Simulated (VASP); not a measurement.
Input of a VASP 6.6.1 run:

INCAR

```
PREC = Accurate
ENCUT = 520
EDIFF = 1E-7
ISMEAR = -1
SIGMA = 0.05
LREAL = F
LASPH = T
NELM = 80
ALGO = Normal
ISIF = 2
LWAVE = F
LCHARG = F
GGA = CA
NBANDS = 14
```

KPOINTS

```
Automatic mesh
0
Gamma
  13 13 13
```

File POSCAR:

```
TiB
1.0
    0.0000000000      2.1079801177      2.1079801177
    2.1079801177      0.0000000000      2.1079801177
    2.1079801177      2.1079801177      0.0000000000
Ti B
1 1
Direct
    0.7500000000      0.7500000000      0.7500000000
    0.0000000000      0.0000000000      0.0000000000
```

Potentials or basis: VASP PAW LDA potentials, release 64 (Ti_sv, B).

The run is started by

```console
$ cat potpaw_LDA.64/Ti_sv/POTCAR potpaw_LDA.64/B/POTCAR > POTCAR
$ mpirun -np 1 vasp_std > vasp.out
```

(1) What does it give for the pressure?

## Answers

(1) 101.4 GPa.
